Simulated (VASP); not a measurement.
# GaN (F-43m) in VASP: a series of runs, part 2 of 2

VASP 6.6.1.

## Step 3: Single point, PBE0

The input, POSCAR:

```
GaN
1.0
    0.0000000000      2.2535006075      2.2535006075
    2.2535006075      0.0000000000      2.2535006075
    2.2535006075      2.2535006075      0.0000000000
Ga N
1 1
Direct
    0.0000000000      0.0000000000      0.0000000000
    0.2500000000      0.2500000000      0.2500000000
```

The input, INCAR.step1:

```
SYSTEM = GaN
PREC = Accurate ; ENCUT = 450
EDIFF = 1E-5 ; ISMEAR = 0
SIGMA = 0.02 ; LREAL = .False.
LASPH = .True. ; ALGO = Normal
NELM = 100 ; ISIF = 2
LWAVE = .True. ; LCHARG = .False.
GGA = PE
```

The input, INCAR.step2:

```
SYSTEM = GaN
PREC = Accurate ; ENCUT = 450
EDIFF = 1E-7 ; ISMEAR = 0
SIGMA = 0.02 ; LREAL = .False.
LASPH = .True. ; ALGO = Normal
NELM = 100 ; ISIF = 2
LWAVE = .False. ; LCHARG = .False.
PRECFOCK = Fast ; ISTART = 1
GGA = PE ; LHFCALC = .True.
AEXX = 0.25
```

The input, KPOINTS:

```
k-points
0
Gamma
  4 4 4
```

Potentials or basis: VASP PAW PBE potentials, release 64 (Ga_d, N).

Run with:

```
$ cat potpaw_PBE.64/Ga_d/POTCAR potpaw_PBE.64/N/POTCAR > POTCAR
$ cp INCAR.step1 INCAR
$ mpirun -np 1 vasp_std > vasp.out
$ cp INCAR.step2 INCAR
$ mpirun -np 1 vasp_std > vasp.out
```

OUTCAR:

```text
SYSTEM = GaN
   PREC = Accurate
   ENCUT = 450
   EDIFF = 1E-7
   ISMEAR = 0
   LREAL = .False.
   LASPH = .True.
   NELM = 100
   ISIF = 2
   PRECFOCK = Fast
   ISTART = 1
   GGA = PE
   LHFCALC = .True.
   AEXX = 0.25

 Found      8 irreducible k-points:

 Following reciprocal coordinates:
            Coordinates               Weight
  0.000000  0.000000  0.000000      1.000000
  0.250000  0.000000  0.000000      8.000000
  0.500000  0.000000  0.000000      4.000000
  0.250000  0.250000  0.000000      6.000000
  0.500000  0.250000  0.000000     24.000000
 -0.250000  0.250000  0.000000     12.000000
   k-points           NKPTS =      8   k-points in BZ     NKDIM =     64   number of bands    NBANDS=     13
   number of dos      NEDOS =    301   number of ions     NIONS =      2
   total plane-waves  NPLWV =  13824
   dimension x,y,z NGX =    24 NGY =   24 NGZ =   24
   dimension x,y,z NGXF=    48 NGYF=   48 NGZF=   48
   ions per type =               1   1
   NGX,Y,Z   is equivalent  to a cutoff of  12.52, 12.52, 12.52 a.u.
   NGXF,Y,Z  is equivalent  to a cutoff of  25.04, 25.04, 25.04 a.u.
 SYSTEM =  GaN
   PREC   = accura    normal or accurate (medium, high low for compatibility)
   ISTART =      1    job   : 0-new  1-cont  2-samecut
   ICHARG =      0    charge: 1-file 2-atom 10-const
   ISPIN  =      1    spin polarized calculation?
   LNONCOLLINEAR =      F non collinear calculations
   LSORBIT =      F    spin-orbit coupling
   LASPH  =      T    aspherical Exc in radial PAW
   ENCUT  =  450.0 eV  33.07 Ry    5.75 a.u.   5.51  5.51  5.51*2*pi/ulx,y,z
   NELM   =    100;   NELMIN=  2; NELMDL=  0     # of ELM steps
   EDIFF  = 0.1E-06   stopping-criterion for ELM
   LREAL  =      F    real-space projection
   EDIFFG = 0.1E-05   stopping-criterion for IOM
   NSW    =      0    number of steps for IOM
   IBRION =     -1    ionic relax: 0-MD 1-quasi-New 2-CG
   NFREE  =      0    steps in history (QN), initial steepest desc. (CG)
   ISIF   =      2    stress and relaxation
   ISYM   =      3    0-nonsym 1-usesym 2-fastsym
   POTIM  = 0.5000    time-step for ionic-motion
   TEBEG  =    0.0;   TEEND  =   0.0 temperature during run

   SCALEE = 1.0000    scale energy and forces
   PSTRESS=    0.0 pullay stress
   NELECT =      18.0000    total number of electrons
   NUPDOWN=      -1.0000    fix difference up-down
   EMIN   =  10.00;   EMAX   =-10.00  energy-range for DOS
   EFERMI =   0.00;   METHOD = LEGACY
   ISMEAR =     0;   SIGMA  =   0.02  broadening in eV -4-tet -1-fermi 0-gaus
   EFERMI_NEDOS =   21; number of points for ismear=-14 and -15
   IALGO  =     38    algorithm
   IMIX   =      1    mixing-type and parameters
     AMIX     =   0.40;   BMIX     =  1.00
     AMIX_MAG =   1.60;   BMIX_MAG =  1.00
  volume/ion in A,a.u.               =      11.44        77.23
  Fermi-wavevector in a.u.,A,eV,Ry     =   1.511117  2.855596 31.068543  2.283473
  Thomas-Fermi vector in A             =   2.621216
   LORBIT       =      0    0 simple, 1 ext, 2 COOP (PROOUT), +10 PAW based schemes
   GGA     = PE    functional components
   LHFCALC =     T    Hartree Fock is set to
   PRECFOCK=fast      Normal, Fast or Accurate (Low or Medium for compatibility)
   ENCUT4O =  -1.0   cutoff for four orbital integrals eV
   NKREDX  =     1    reduce k-point grid by
   NKREDY  =     1    reduce k-point grid by
   NKREDZ  =     1    reduce k-point grid by
   AEXX    =    0.2500 exact exchange contribution
   HFSCREEN=    0.0000 screening length (either q_TF or 0.3 A-1)
   HFSCREENC=   0.0000 screening length for correlation (either q_TF or 0.3 A-1)
   ENCUTFOCK=  -1.0 apply spherical cutoff to Coloumb kernel
   IVDW    =     0    specifies the selected vdW correction
   LEPSILON=     F    determine dielectric tensor
   LRPA    =     F    only Hartree local field effects (RPA)

   CSHIFT  =0.1000    complex shift for real part using Kramers Kronig

   OMEGAMAX=  -1.0    maximum frequency
 non-spin polarized calculation
 Gauss-broadening in eV      SIGMA  =   0.02
  energy-cutoff  :      450.00
  volume of cell :       22.89
 maximum number of plane-waves:       531
 NGX is ok and might be reduce to    24
  NGX = 14; NGY = 14; NGZ = 14

 number of electron      18.0000004 magnetization

 Free energy of the ion-electron system (eV)
  ---------------------------------------------------
  ext. energy  EPLUGINS =         0.00000000
  ---------------------------------------------------
  free energy    TOTEN  =       -15.65314050 eV

  energy without entropy =      -15.65314050  energy(sigma->0) =      -15.65314050

  exchange ACFDT corr.  =         0.00000000  see jH, gK, PRB 81, 115126

 E-fermi :   4.1770     XC(G=0):  -9.1559

 val. band max:        4.0713213589   @ k =   0.0000   0.0000   0.0000
 cond. band min:       7.8636028472   @ k =   0.0000   0.0000   0.0000
 fundamental gap:      3.7922814883
 Fermi energy:         4.1769886460

 k-point     1 :       0.0000    0.0000    0.0000
  band No.  band energies     occupation
      1     -13.3788      2.00000
      2     -11.5270      2.00000
      3     -11.5270      2.00000
      4     -11.5270      2.00000
      5     -11.2108      2.00000
      6     -11.2108      2.00000
      7       4.0713      2.00000
      8       4.0713      2.00000
      9       4.0713      2.00000
     10       7.8636      0.00000
     11      16.7747      0.00000
     12      16.7747      0.00000
     13      16.7747      0.00000

 k-point     2 :       0.2500    0.0000    0.0000
  band No.  band energies     occupation
      1     -12.9468      2.00000
      2     -11.4686      2.00000
      3     -11.4686      2.00000
      4     -11.2074      2.00000
      5     -11.2074      2.00000
      6     -10.9840      2.00000
      7      -0.0580      2.00000
      8       3.5139      2.00000
      9       3.5139      2.00000
     10      10.3335      0.00000
     11      15.2723      0.00000
     12      17.2611      0.00000
     13      17.2611      0.00000

 k-point     3 :       0.5000    0.0000    0.0000
  band No.  band energies     occupation
      1     -12.7718      2.00000
      2     -11.4404      2.00000
      3     -11.4404      2.00000
      4     -11.1712      2.00000
      5     -11.1712      2.00000
      6      -9.5458      2.00000
      7      -3.4971      2.00000
      8       3.0298      2.00000
      9       3.0298      2.00000
     10      10.9476      0.00000
     11      15.3015      0.00000
     12      16.7669      0.00000
     13      16.7669      0.00000

 k-point     4 :       0.2500    0.2500    0.0000
  band No.  band energies     occupation
      1     -12.8422      2.00000
      2     -11.3928      2.00000
      3     -11.3928      2.00000
      4     -11.3301      2.00000
      5     -11.1754      2.00000
      6     -10.7993      2.00000
      7       0.4184      2.00000
      8       2.4682      2.00000
      9       2.4683      2.00000
     10      10.7700      0.00000
     11      13.8438      0.00000
     12      17.8872      0.00000
     13      18.6718      0.00000

 k-point     5 :       0.5000    0.2500    0.0000
  band No.  band energies     occupation
      1     -12.7047      2.00000
      2     -11.4058      2.00000
      3     -11.3366      2.00000
      4     -11.2782      2.00000
      5     -11.1638      2.00000
      6      -9.3235      2.00000
      7      -2.3142      2.00000
      8       0.7446      2.00000
      9       2.0161      2.00000
     10      11.5443      0.00000
     11      14.2356      0.00000
     12      16.8622      0.00000
     13      18.8447      0.00000

 k-point     6 :      -0.2500    0.2500    0.0000
  band No.  band energies     occupation
      1     -12.7372      2.00000
      2     -11.4296      2.00000
      3     -11.3861      2.00000
      4     -11.2258      2.00000
      5     -11.2181      2.00000
      6      -9.8042      2.00000
      7      -1.6477      2.00000
      8       0.5718      2.00000
      9       2.9702      2.00000
     10      12.9777      0.00000
     11      13.7900      0.00000
     12      16.0148      0.00000
     13      18.0306      0.00000

 [... further k-points ...]
[... 5 lines left out ...]
  --------------------------------------------------------------------------------------
  -------------------------------------------------------------------------------------
  Total       -0.3528826     -0.3528826     -0.3528826      0.0000000      0.0000000      0.0000000
  in kB      -24.7023196    -24.7023196    -24.7023196      0.0000000      0.0000000      0.0000000
  external PRESSURE =     -24.7023196 kB  Pullay stress =       0.0000000 kB

 VOLUME and BASIS-vectors are now :
 -----------------------------------------------------------------------------
  energy-cutoff  :      450.00
  volume of cell :       22.89
      direct lattice vectors                 reciprocal lattice vectors
     0.000000000  2.253500607  2.253500607    -0.221877020  0.221877020  0.221877020
     2.253500607  0.000000000  2.253500607     0.221877020 -0.221877020  0.221877020
     2.253500607  2.253500607  0.000000000     0.221877020  0.221877020 -0.221877020

 POSITION                                       TOTAL-FORCE (eV/Angst)
 -----------------------------------------------------------------------------------
      0.00000      0.00000      0.00000         0.000000      0.000000      0.000000
      1.12675      1.12675      1.12675        -0.000000     -0.000000     -0.000000
 -----------------------------------------------------------------------------------
    total drift:                                0.000024     -0.000004      0.000009

  FREE ENERGIE OF THE ION-ELECTRON SYSTEM (eV)
  ---------------------------------------------------
  free  energy   TOTEN  =       -15.6531405036 eV

  energy  without entropy=      -15.6531405036  energy(sigma->0) =      -15.65314050
```

It took 2.1 min on 1 thread of Intel Xeon Platinum 8259CL at 2.50GHz (Skylake/Cascade Lake), shared host; peak memory 0.13 GiB.

What came out:

- Free energy: -15.6531 eV
- Band gap on the k mesh: 3.79 eV

Caveat: the k points lie up to 0.60 Å⁻¹ apart; the cutoff is under 1.25 times the usual one of these potentials, so pressure, stress and relaxed cells hold a basis-set (Pulay) error; the PAW data sets were made with another functional, which shifts forces and pressure a little.

## Step 4: Single point, HSE06

This run uses another cell than the first one, of 11.37 Å³/atom.

The input, POSCAR:

```
GaN
1.0
    0.0000000000      2.2488896870      2.2488896870
    2.2488896870      0.0000000000      2.2488896870
    2.2488896870      2.2488896870      0.0000000000
Ga N
1 1
Direct
    0.0000000000      0.0000000000      0.0000000000
    0.2500000000      0.2500000000      0.2500000000
```

The input, INCAR.step1:

```
ALGO = Normal
EDIFF = 1E-5
ENCUT = 520
GGA = PE
ISIF = 2
ISMEAR = -1
LASPH = True
LCHARG = False
LREAL = False
LWAVE = True
NBANDS = 16
NELM = 60
PREC = Accurate
SIGMA = 0.05
```

The input, INCAR.step2:

```
ALGO = Normal
EDIFF = 1E-6
ENCUT = 520
GGA = PE
HFSCREEN = 0.2079
ISIF = 2
ISMEAR = -1
ISTART = 1
LASPH = True
LCHARG = False
LHFCALC = True
LREAL = False
LWAVE = False
NBANDS = 16
NELM = 60
PREC = Accurate
PRECFOCK = Normal
SIGMA = 0.05
```

The input, KPOINTS:

```
k-points
0
Gamma
  5 5 5
```

Run with:

```
$ cat potpaw_PBE.64/Ga_d/POTCAR potpaw_PBE.64/N/POTCAR > POTCAR
$ cp INCAR.step1 INCAR
$ mpirun -np 1 vasp_std > vasp.out
$ cp INCAR.step2 INCAR
$ mpirun -np 1 vasp_std > vasp.out
```

It took 13 min on 1 thread of AMD EPYC 7R43 (Zen 3), shared host; peak memory 0.21 GiB.

The run converged. Its results:

```yaml
Free_energy: -14.7292 eV
Pressure: -0.1 GPa
Band_gap_on_the_k_mesh: 3.03 eV
```

Levels at points of the mesh, in eV from the valence-band top:
```
           k point  band 7  band 8  band 9  band 10  band 11  band 12
(0.00, 0.00, 0.00)    0.00    0.00    0.00     3.03    11.95    11.95
```

Caveat: the k points lie up to 0.48 Å⁻¹ apart; the PAW data sets were made with another functional, which shifts forces and pressure a little.

## Step 5: Single point, r2SCAN0

The input, POSCAR:

```
GaN
1.0
    0.0000000000      2.2535006075      2.2535006075
    2.2535006075      0.0000000000      2.2535006075
    2.2535006075      2.2535006075      0.0000000000
Ga N
1 1
Direct
    0.0000000000      0.0000000000      0.0000000000
    0.2500000000      0.2500000000      0.2500000000
```

The input, INCAR.step1:

```
SYSTEM = GaN
PREC = Accurate ; ENCUT = 520
EDIFF = 1E-5 ; ISMEAR = -1
SIGMA = 0.05 ; LREAL = .False.
LASPH = .True. ; NELM = 60
ALGO = Normal ; ISIF = 2
LWAVE = .True. ; LCHARG = .False.
GGA = PE ; NBANDS = 16
```

The input, INCAR.step2:

```
SYSTEM = GaN
PREC = Accurate ; ENCUT = 520
EDIFF = 1E-6 ; ISMEAR = -1
SIGMA = 0.05 ; LREAL = .False.
LASPH = .True. ; NELM = 60
ALGO = Normal ; ISIF = 2
LWAVE = .False. ; LCHARG = .False.
METAGGA = R2SCAN ; LHFCALC = .True.
AEXX = 0.25 ; LMIXTAU = .True.
PRECFOCK = Normal ; ISTART = 1
NBANDS = 16
```

The input, KPOINTS:

```
regular mesh
0
Gamma
  5 5 5
  0 0 0
```

Run with:

```
$ cat potpaw_PBE.64/Ga_d/POTCAR potpaw_PBE.64/N/POTCAR > POTCAR
$ cp INCAR.step1 INCAR
$ mpirun -np 1 vasp_std > vasp.out
$ cp INCAR.step2 INCAR
$ mpirun -np 1 vasp_std > vasp.out
```

Wall time 12 min (1 thread of AMD EPYC 7R43 (Zen 3), shared host); peak memory 0.12 GiB.

The run converged. Its results:

```yaml
Free_energy: -23.1089 eV
Pressure: -3.8 GPa
Band_gap_on_the_k_mesh: 4.01 eV
```

Levels at points of the mesh, in eV from the valence-band top:
```
           k point  band 7  band 8  band 9  band 10  band 11  band 12
(0.00, 0.00, 0.00)    0.00    0.00    0.00     4.01    13.16    13.16
```

Caveat: the k points lie up to 0.48 Å⁻¹ apart; the PAW data sets were made with another functional, which shifts forces and pressure a little.

## Step 6: Overview

```tsv
level	cell	k mesh	cutoff (eV)	smearing	dipole correction	grid for exact exchange (PRECFOCK)	share of exact exchange	screening parameter	gap on the mesh (eV)	pressure (GPa)
r2SCANh	a = 3.187 Å, angles 60.0°, 2 atoms	5 × 5 × 5	520	fermi-dirac 0.05 eV	no	Normal	0.1	-	2.86	-1.7
PBE0	a = 3.187 Å, angles 60.0°, 2 atoms	4 × 4 × 4	450	gaussian 0.02 eV	-	Fast	0.25	-	3.79	-
HSE06	a = 3.180 Å, angles 60.0°, 2 atoms	5 × 5 × 5	520	fermi-dirac 0.05 eV	no	Normal	0.25	0.2079 1/Å	3.03	-0.1
r2SCAN0	a = 3.187 Å, angles 60.0°, 2 atoms	5 × 5 × 5	520	fermi-dirac 0.05 eV	no	Normal	0.25	-	4.01	-3.8
```

Alike in all rows: task single point; potentials or basis VASP PAW PBE potentials, release 64 (Ga_d, N); no spin polarisation.

Caveats: all runs use coarse meshes; the PAW data sets were made with another functional, which shifts forces and pressure a little; the cutoff is under 1.25 times the usual one of these potentials, so pressure, stress and relaxed cells hold a basis-set (Pulay) error (at least some runs).

Total energies depend on the potentials used, so only differences within one code and one set of settings carry meaning.
